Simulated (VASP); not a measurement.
# InSb3 (P4/mmm) in VASP: a series of runs

Runs on InSb3. Level: PBE. Tasks: single point.

Everything below comes from runs of VASP 6.6.1. Logs are shortened: lines on timing, memory, paths and dates and some standing lists are left out, and cuts for length are marked.

### Step 1. The cell of the first run

It takes space group P4/mmm (No. 123, tetragonal). The conventional cell has a = 5.204 Å, b = 5.204 Å, c = 4.338 Å, α = 90.00°, β = 90.00°, γ = 90.00°. Within 4.5 Å of In (site symmetry 4/mmm) lie 12 Sb at 3.39 to 3.68 Å and 2 In at 4.34 Å. Sb (site symmetry mmm) has 4 In at 3.39 Å and 10 Sb at 3.39 to 4.34 Å within 4.5 Å. Sb (site symmetry 4/mmm) has 10 Sb at 3.39 to 4.34 Å and 4 In at 3.68 Å within 4.5 Å.

### Step 2. Single point, PBE (volume 29.376 Å^3 an atom, c/a of the conventional cell 0.8336)

Contents of INCAR:

```
PREC = Accurate
ENCUT = 520
EDIFF = 1E-6
ISMEAR = 0
SIGMA = 0.15
LREAL = False
LASPH = True
NELM = 100
ALGO = Normal
ISIF = 2
LWAVE = False
LCHARG = False
GGA = PE
NBANDS = 22
```

Contents of KPOINTS:

```
regular mesh
0
Gamma
  10 10 10
```

Contents of POSCAR:

```
InSb3
1.0
    5.2043318551      0.0000000000      0.0000000000
    0.0000000000      5.2043318551      0.0000000000
    0.0000000000      0.0000000000      4.3383310344
In Sb
1 3
Direct
    0.0000000000      0.0000000000      0.0000000000
    0.5000000000      0.0000000000      0.5000000000
    0.0000000000      0.5000000000      0.5000000000
    0.5000000000      0.5000000000      0.0000000000
```

Potentials or basis: VASP PAW PBE potentials, release 64 (In_d, Sb).

Command:

```console
> cat potpaw_PBE.64/In_d/POTCAR potpaw_PBE.64/Sb/POTCAR > POTCAR
> mpirun -np 1 vasp_std > vasp.out
```

OUTCAR:

```text
PREC = Accurate
   ENCUT = 520
   EDIFF = 1E-6
   ISMEAR = 0
   LREAL = False
   LASPH = True
   NELM = 100
   ISIF = 2
   GGA = PE

 ion  position               nearest neighbor table
   1  0.000  0.000  0.000-   2 3.39   3 3.39   2 3.39   3 3.39   3 3.39   3 3.39   2 3.39   2 3.39
                             4 3.68   4 3.68   4 3.68   4 3.68
   2  0.500  0.000  0.500-   1 3.39   4 3.39   1 3.39   4 3.39   4 3.39   4 3.39   1 3.39   1 3.39
                             3 3.68   3 3.68   3 3.68   3 3.68
   3  0.000  0.500  0.500-   1 3.39   4 3.39   1 3.39   4 3.39   1 3.39   1 3.39   4 3.39   4 3.39
                             2 3.68   2 3.68   2 3.68   2 3.68
   4  0.500  0.500  0.000-   2 3.39   3 3.39   2 3.39   3 3.39   2 3.39   2 3.39   3 3.39   3 3.39
                             1 3.68   1 3.68   1 3.68   1 3.68

  LATTYP: Found a simple tetragonal cell.
 ALAT       =     5.2043318551
 C/A-ratio  =     0.8336000000

  Lattice vectors:

 A1 = (   5.2043318551,   0.0000000000,   0.0000000000)
 A2 = (   0.0000000000,   5.2043318551,   0.0000000000)
 A3 = (   0.0000000000,   0.0000000000,   4.3383310344)

Analysis of symmetry for initial positions (statically):
=====================================================================
 Subroutine PRICEL returns:
 Original cell was already a primitive cell.

 Routine SETGRP: Setting up the symmetry group for a
 simple tetragonal supercell.

 Subroutine GETGRP returns: Found 16 space group operations
 (whereof 16 operations were pure point group operations)
 out of a pool of 16 trial point group operations.

The static configuration has the point symmetry D_4h.

Analysis of symmetry for dynamics (positions and initial velocities):
=====================================================================
 Subroutine PRICEL returns:
 Original cell was already a primitive cell.

 Routine SETGRP: Setting up the symmetry group for a
 simple tetragonal supercell.

 Subroutine GETGRP returns: Found 16 space group operations
 (whereof 16 operations were pure point group operations)
 out of a pool of 16 trial point group operations.

The dynamic configuration has the point symmetry D_4h.

 Subroutine INISYM returns: Found 16 space group operations
 (whereof 16 operations are pure point group operations),
 and found     1 'primitive' translations

----------------------------------------------------------------------------------------

                                     Primitive cell

  volume of cell :     117.5040

  direct lattice vectors                    reciprocal lattice vectors
     5.204331855  0.000000000  0.000000000     0.192147624  0.000000000  0.000000000
     0.000000000  5.204331855  0.000000000     0.000000000  0.192147624  0.000000000
     0.000000000  0.000000000  4.338331034     0.000000000  0.000000000  0.230503388

  length of vectors
     5.204331855  5.204331855  4.338331034     0.192147624  0.192147624  0.230503388

  position of ions in fractional coordinates (direct lattice)
     0.000000000  0.000000000  0.000000000
     0.500000000  0.000000000  0.500000000
     0.000000000  0.500000000  0.500000000
     0.500000000  0.500000000  0.000000000

  ion indices of the primitive-cell ions
   primitive index   ion index
                 1           1
                 2           2
                 3           3
                 4           4

----------------------------------------------------------------------------------------

 KPOINTS: regular mesh

Automatic generation of k-mesh.
 Grid dimensions read from file:
 generate k-points for:   10   10   10

 Generating k-lattice:

  Cartesian coordinates                     Fractional coordinates (reciprocal lattice)
     0.019214762  0.000000000  0.000000000     0.100000000  0.000000000  0.000000000
     0.000000000  0.019214762  0.000000000     0.000000000  0.100000000  0.000000000
     0.000000000  0.000000000  0.023050339     0.000000000  0.000000000  0.100000000

  Length of vectors
     0.019214762  0.019214762  0.023050339

  Shift w.r.t. Gamma in fractional coordinates (k-lattice)
     0.000000000  0.000000000  0.000000000

 Subroutine IBZKPT returns following result:
 ===========================================

 Found    126 irreducible k-points:

 Following reciprocal coordinates:
            Coordinates               Weight
  0.000000  0.000000  0.000000      1.000000
  0.100000  0.000000  0.000000      4.000000
  0.200000  0.000000  0.000000      4.000000
  0.300000  0.000000  0.000000      4.000000
  0.400000  0.000000  0.000000      4.000000
  0.500000  0.000000  0.000000      2.000000
[... 16 lines left out ...]
  0.100000  0.000000  0.100000      8.000000
  0.200000  0.000000  0.100000      8.000000
 [... further k-points ...]
   k-points           NKPTS =    126   k-points in BZ     NKDIM =    126   number of bands    NBANDS=     22
   number of dos      NEDOS =    301   number of ions     NIONS =      4
   total plane-waves  NPLWV =  51200
   dimension x,y,z NGX =    40 NGY =   40 NGZ =   32
   dimension x,y,z NGXF=    80 NGYF=   80 NGZF=   64
   ions per type =               1   3
   NGX,Y,Z   is equivalent  to a cutoff of  12.78, 12.78, 12.26 a.u.
   NGXF,Y,Z  is equivalent  to a cutoff of  25.56, 25.56, 24.52 a.u.
 SYSTEM =  unknown system
   PREC   = accura    normal or accurate (medium, high low for compatibility)
   ISTART =      0    job   : 0-new  1-cont  2-samecut
   ICHARG =      2    charge: 1-file 2-atom 10-const
   ISPIN  =      1    spin polarized calculation?
   LNONCOLLINEAR =      F non collinear calculations
   LSORBIT =      F    spin-orbit coupling
   LASPH  =      T    aspherical Exc in radial PAW
   ENCUT  =  520.0 eV  38.22 Ry    6.18 a.u.   9.68  9.68  8.07*2*pi/ulx,y,z
   NELM   =    100;   NELMIN=  2; NELMDL= -5     # of ELM steps
   EDIFF  = 0.1E-05   stopping-criterion for ELM
   LREAL  =      F    real-space projection
   EDIFFG = 0.1E-04   stopping-criterion for IOM
   NSW    =      0    number of steps for IOM
   IBRION =     -1    ionic relax: 0-MD 1-quasi-New 2-CG
   NFREE  =      0    steps in history (QN), initial steepest desc. (CG)
   ISIF   =      2    stress and relaxation
   ISYM   =      2    0-nonsym 1-usesym 2-fastsym
   POTIM  = 0.5000    time-step for ionic-motion
   TEBEG  =    0.0;   TEEND  =   0.0 temperature during run
   PSTRESS=    0.0 pullay stress
   NELECT =      28.0000    total number of electrons
   NUPDOWN=      -1.0000    fix difference up-down
   EMIN   =  10.00;   EMAX   =-10.00  energy-range for DOS
   EFERMI =   0.00;   METHOD = LEGACY
   ISMEAR =     0;   SIGMA  =   0.15  broadening in eV -4-tet -1-fermi 0-gaus
   EFERMI_NEDOS =   21; number of points for ismear=-14 and -15
   IALGO  =     38    algorithm
   IMIX   =      4    mixing-type and parameters
     AMIX     =   0.40;   BMIX     =  1.00
     AMIX_MAG =   1.60;   BMIX_MAG =  1.00
  volume/ion in A,a.u.               =      29.38       198.24
  Fermi-wavevector in a.u.,A,eV,Ry     =   1.014947  1.917971 14.015594  1.030117
  Thomas-Fermi vector in A             =   2.148204
   LORBIT       =      0    0 simple, 1 ext, 2 COOP (PROOUT), +10 PAW based schemes
   GGA     = PE    functional components
   LHFCALC =     F    Hartree Fock is set to
   AEXX    =    0.0000 exact exchange contribution
   IVDW    =     0    specifies the selected vdW correction
   LEPSILON=     F    determine dielectric tensor
   LRPA    =     F    only Hartree local field effects (RPA)
 non-spin polarized calculation
 Gauss-broadening in eV      SIGMA  =   0.15
  energy-cutoff  :      520.00
  volume of cell :      117.50
 maximum number of plane-waves:      3208
 NGX is ok and might be reduce to    40
   NGX = 19   NGY = 19   NGZ = 17

 number of electron      27.9999993 magnetization

 Free energy of the ion-electron system (eV)
  ---------------------------------------------------
  ext. energy  EPLUGINS =         0.00000000
  ---------------------------------------------------
  free energy    TOTEN  =       -14.23605185 eV

  energy without entropy =      -14.21150084  energy(sigma->0) =      -14.22377635

 E-fermi :   7.0686     XC(G=0):  -9.8123

 val. band max:        7.0656948770   @ k =   0.4000   0.3000   0.0000
 cond. band min:       7.0813684449   @ k =   0.5000   0.0000   0.3000
 fundamental gap:      0.0156735679
 Fermi energy:         7.0685891815

 k-point     1 :       0.0000    0.0000    0.0000
  band No.  band energies     occupation
      1      -7.3605      2.00000
      2      -7.3397      2.00000
      3      -7.3325      2.00000
      4      -7.3289      2.00000
      5      -7.3289      2.00000
      6      -4.6331      2.00000
[... 14 lines left out ...]
     21      12.5135      0.00000
     22      13.0119      0.00000

 k-point     2 :       0.1000    0.0000    0.0000
  band No.  band energies     occupation
      1      -7.3596      2.00000
      2      -7.3394      2.00000
      3      -7.3329      2.00000
      4      -7.3295      2.00000
      5      -7.3289      2.00000
      6      -4.5833      2.00000
[... 14 lines left out ...]
     21      12.6343      0.00000
     22      13.1560      0.00000

 k-point     3 :       0.2000    0.0000    0.0000
  band No.  band energies     occupation
      1      -7.3572      2.00000
      2      -7.3388      2.00000
      3      -7.3340      2.00000
      4      -7.3310      2.00000
      5      -7.3289      2.00000
      6      -4.4359      2.00000
[... 14 lines left out ...]
     21      12.4039      0.00000
     22      12.7150      0.00000

 k-point     4 :       0.3000    0.0000    0.0000
  band No.  band energies     occupation
      1      -7.3544      2.00000
      2      -7.3380      2.00000
      3      -7.3354      2.00000
      4      -7.3329      2.00000
      5      -7.3289      2.00000
      6      -4.1993      2.00000
[... 14 lines left out ...]
     21      12.5354      0.00000
     22      12.7794      0.00000

 k-point     5 :       0.4000    0.0000    0.0000
  band No.  band energies     occupation
      1      -7.3521      2.00000
      2      -7.3372      2.00000
      3      -7.3365      2.00000
      4      -7.3343      2.00000
      5      -7.3288      2.00000
      6      -3.9061      2.00000
[... 14 lines left out ...]
     21      12.2351      0.00000
     22      13.6064      0.00000

 k-point     6 :       0.5000    0.0000    0.0000
  band No.  band energies     occupation
      1      -7.3513      2.00000
      2      -7.3370      2.00000
      3      -7.3369      2.00000
      4      -7.3349      2.00000
      5      -7.3288      2.00000
      6      -3.7199      2.00000
[... 14 lines left out ...]
     21      12.0983      0.00000
     22      13.8373      0.00000

 k-point     7 :       0.1000    0.1000    0.0000
  band No.  band energies     occupation
      1      -7.3586      2.00000
      2      -7.3392      2.00000
      3      -7.3334      2.00000
      4      -7.3295      2.00000
      5      -7.3295      2.00000
      6      -4.5335      2.00000
[... 324 lines left out ...]
      6      -2.9062      2.00000
[... 14 lines left out ...]
     21      10.9226      0.00000
     22      13.0786      0.00000

 k-point    21 :       0.5000    0.5000    0.0000
  band No.  band energies     occupation
      1      -7.3465      2.00000
      2      -7.3392      2.00000
      3      -7.3356      2.00000
      4      -7.3346      2.00000
      5      -7.3346      2.00000
      6      -2.5046      2.00000
[... 14 lines left out ...]
     21      10.8536      0.00000
     22      13.0795      0.00000

 k-point    22 :       0.0000    0.0000    0.1000
  band No.  band energies     occupation
      1      -7.3595      2.00000
      2      -7.3365      2.00000
      3      -7.3324      2.00000
      4      -7.3309      2.00000
      5      -7.3309      2.00000
      6      -4.5590      2.00000
[... 14 lines left out ...]
     21      12.9775      0.00000
     22      13.0509      0.00000

 k-point    23 :       0.1000    0.0000    0.1000
  band No.  band energies     occupation
      1      -7.3586      2.00000
      2      -7.3362      2.00000
      3      -7.3328      2.00000
      4      -7.3315      2.00000
      5      -7.3308      2.00000
      6      -4.5093      2.00000
[... 14 lines left out ...]
     21      12.3974      0.00000
     22      12.9639      0.00000

 k-point    24 :       0.2000    0.0000    0.1000
  band No.  band energies     occupation
      1      -7.3563      2.00000
      2      -7.3355      2.00000
      3      -7.3339      2.00000
      4      -7.3334      2.00000
      5      -7.3308      2.00000
      6      -4.3620      2.00000
[... 14 lines left out ...]
     21      12.3063      0.00000
     22      12.8350      0.00000

 [... further k-points ...]
[... 5 lines left out ...]
  --------------------------------------------------------------------------------------
  -------------------------------------------------------------------------------------
  Total       -1.8007769     -1.8007769     -2.3473103      0.0000000     -0.0000000      0.0000000
  in kB      -24.5537510    -24.5537510    -32.0057821      0.0000000     -0.0000000      0.0000000
  external PRESSURE =     -27.0377613 kB  Pullay stress =       0.0000000 kB

 VOLUME and BASIS-vectors are now :
 -----------------------------------------------------------------------------
  energy-cutoff  :      520.00
  volume of cell :      117.50
      direct lattice vectors                 reciprocal lattice vectors
     5.204331855  0.000000000  0.000000000     0.192147624  0.000000000  0.000000000
     0.000000000  5.204331855  0.000000000     0.000000000  0.192147624  0.000000000
     0.000000000  0.000000000  4.338331034     0.000000000  0.000000000  0.230503388

 POSITION                                       TOTAL-FORCE (eV/Angst)
 -----------------------------------------------------------------------------------
      0.00000      0.00000      0.00000         0.000000      0.000000      0.000000
      2.60217      0.00000      2.16917         0.000000      0.000000      0.000000
      0.00000      2.60217      2.16917         0.000000      0.000000      0.000000
      2.60217      2.60217      0.00000         0.000000      0.000000      0.000000
 -----------------------------------------------------------------------------------
    total drift:                               -0.000000     -0.000000     -0.000000

  FREE ENERGIE OF THE ION-ELECTRON SYSTEM (eV)
  ---------------------------------------------------
  free  energy   TOTEN  =       -14.2360518498 eV

  energy  without entropy=      -14.2115008449  energy(sigma->0) =      -14.22377635
```

Wall time 3.2 min (1 thread of Intel Xeon 6975P-C (Granite Rapids), shared host); peak memory 0.44 GiB.

Results:

| Quantity | Value |
| --- | --- |
| Free energy | -14.2361 eV |
| Pressure | -2.7 GPa |
| Band gap on the k mesh | zero (band 14 reaches 9.27 eV, above the bottom of band 15 at 5.86 eV) |

Levels at points of the mesh, in eV from the Fermi level:
```tsv
k point	band 12	band 13	band 14	band 15	band 16	band 17
(0.00, 0.00, 0.00)	-2.82	-0.25	-0.25	0.79	2.10	2.64
(0.50, 0.00, 0.00)	-1.76	-0.93	-0.23	-0.17	1.31	2.08
(0.50, 0.50, 0.00)	-0.45	-0.44	-0.24	-0.24	1.08	1.75
(0.00, 0.00, 0.50)	-1.87	-1.87	-1.61	-1.21	1.32	1.32
(0.50, 0.00, 0.50)	-1.94	-1.33	-1.18	-1.12	-1.03	0.96
(0.50, 0.50, 0.50)	-4.47	-4.34	2.20	2.28	3.22	3.22
```

Caveat: spin-orbit coupling is left out, which moves the levels of the heavy elements.

### Step 3. Single point, PBE (volume 29.376 Å^3 an atom, c/a of the conventional cell 0.9411)

Contents of INCAR:

```
  PREC = Accurate
  ENCUT = 520
  EDIFF = 1E-6
  ISMEAR = 0
  SIGMA = 0.15
  LREAL = F
  LASPH = T
  NELM = 100
  ALGO = Normal
  ISIF = 2
  LWAVE = F
  LCHARG = T
  GGA = PE
  LELF = T
  LVHAR = T
  NBANDS = 22
```

KPOINTS is that of step 2.

Contents of POSCAR:

```
InSb3
1.0
    4.9981078804      0.0000000000      0.0000000000
    0.0000000000      4.9981078804      0.0000000000
    0.0000000000      0.0000000000      4.7037193262
In Sb
1 3
Direct
    0.0000000000      0.0000000000      0.0000000000
    0.5000000000      0.0000000000      0.5000000000
    0.0000000000      0.5000000000      0.5000000000
    0.5000000000      0.5000000000      0.0000000000
```

Potentials or basis: VASP PAW PBE potentials, release 64 (In_d, Sb).

Command:

```console
> cat potpaw_PBE.64/In_d/POTCAR potpaw_PBE.64/Sb/POTCAR > POTCAR
> mpirun -np 1 vasp_std > vasp.out
```

Wall time 3.2 min (1 thread of Intel Xeon 6975P-C (Granite Rapids), shared host); peak memory 0.45 GiB.

The run converged. Its results:

```yaml
Free_energy: -14.2146 eV
Pressure: -2.4 GPa
Band_gap_on_the_k_mesh: zero (band 14 reaches 9.98 eV, above the bottom of band 15 at 6.08 eV)
```

Stress tensor (GPa, compression positive):
```
-2.38  0.00  0.00
 0.00 -2.38  0.00
 0.00  0.00 -2.46
```

Levels at points of the mesh, in eV from the Fermi level:
```csv
k point,band 11,band 12,band 13,band 14,band 15,band 16,band 17,band 18
"(0.00, 0.00, 0.00)",-3.65,-3.49,0.33,0.33,0.50,1.78,1.85,1.85
"(0.50, 0.00, 0.00)",-2.44,-2.09,-1.63,-0.78,-0.60,1.59,2.08,2.20
"(0.50, 0.50, 0.00)",-1.18,-1.18,-1.01,-0.80,-0.80,0.03,1.47,2.60
"(0.00, 0.00, 0.50)",-2.64,-1.91,-1.91,-1.19,-0.88,1.78,1.78,2.04
"(0.50, 0.00, 0.50)",-1.73,-1.71,-1.27,-1.08,-1.03,-0.73,1.08,3.24
"(0.50, 0.50, 0.50)",-4.63,-4.59,-4.54,2.87,2.94,3.45,3.45,3.65
```

Caveat: spin-orbit coupling is left out, which moves the levels of the heavy elements.

(Continued in part 2 of 2.)
